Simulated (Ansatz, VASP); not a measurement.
**Ge2Sb2Te5: VASP beside Ansatz**

Contents of INCAR:

```
SYSTEM = Ge2Sb2Te5
PREC = Accurate
ENCUT = 500
EDIFF = 1E-6
ISMEAR = 0
SIGMA = 0.1
LREAL = .False.
LASPH = .True.
NELM = 120
ALGO = Normal
ISIF = 2
LWAVE = .False.
LCHARG = .True.
LELF = .True.
LVHAR = .True.
NBANDS = 44
GGA_COMPAT = .False.
```

Contents of KPOINTS:

```
regular mesh
0
Gamma
  6 6 1
  0 0 0
```

Contents of POSCAR:

```
Ge2Sb2Te5
1.0
    4.2940644200      0.0000000000      0.0000000000
   -2.1470322100      3.7187688800      0.0000000000
    0.0000000000      0.0000000000     17.1013460000
Ge Sb Te
2 2 5
Direct
    0.3333333300      0.6666666700      0.8971050000
    0.6666666700      0.3333333300      0.1028950000
    0.0000000000      0.0000000000      0.6799320000
    0.0000000000      0.0000000000      0.3200680000
    0.0000000000      0.0000000000      0.0000000000
    0.6666666700      0.3333333300      0.7984580000
    0.3333333300      0.6666666700      0.2015420000
    0.3333333300      0.6666666700      0.5801080000
    0.6666666700      0.3333333300      0.4198920000
```

Input for Ansatz:

```yaml
crystal:
  lattice:
    - [4.29406442, 0.0, 0.0]
    - [-2.14703221, 3.71876888, 0.0]
    - [0.0, 0.0, 17.101346]
  atoms:
    - { symbol: Ge, position: [0.33333333, 0.66666667, 0.897105] }
    - { symbol: Ge, position: [0.66666667, 0.33333333, 0.102895] }
    - { symbol: Sb, position: [0.0, 0.0, 0.679932] }
    - { symbol: Sb, position: [0.0, 0.0, 0.320068] }
    - { symbol: Te, position: [0.0, 0.0, 0.0] }
    - { symbol: Te, position: [0.66666667, 0.33333333, 0.798458] }
    - { symbol: Te, position: [0.33333333, 0.66666667, 0.201542] }
    - { symbol: Te, position: [0.33333333, 0.66666667, 0.580108] }
    - { symbol: Te, position: [0.66666667, 0.33333333, 0.419892] }
basis:
  ecutwfc: 420
kpoints:
  mp_grid: { grid: [6, 6, 1] }
hamiltonian:
  xc: lda
  pseudopotentials: { kind: paw, azcp: { folder: soft_1 } }
scf:
  occupations: { method: gaussian, width: 0.1 }
output:
  forces: true
  stress: true
  eigenvalues: true
```

Alike in both runs: task single point; functional LDA; k mesh 6 × 6 × 1; occupations gaussian, width 0.1 eV; no spin polarisation.

|  | VASP | Ansatz |
| --- | --- | --- |
| version | VASP 6.6.1 | Ansatz 0.2.0 |
| potentials or method | VASP PAW LDA potentials, release 64 (Ge_d, Sb, Te), cutoff 500 eV | scalar-relativistic, plane waves, PAW |
| valence electrons in the cell | 68 | 138 |

```csv
,VASP,Ansatz,Ansatz less VASP
gap on the k mesh at the Fermi level (eV),0.27,0.28,+0.009
least direct gap on the mesh (eV),0.27,0.28,+0.009
pressure (GPa),-3.3,-3.4,-0.08
rms of the force components (eV/Å),0.052,0.061,+0.0089
```

Ansatz warns that its potentials were made for another functional, while VASP's fit it. LDA's correlation is that of Perdew and Zunger in VASP and of Perdew and Wang (1992) in Ansatz. Atom by atom the forces differ by 0.014 eV/Å (rms over components). VASP's potentials hold 68 valence electrons a cell and Ansatz's 138, so a difference there can come from the potentials and not from the codes.

Spin-orbit coupling is off throughout.
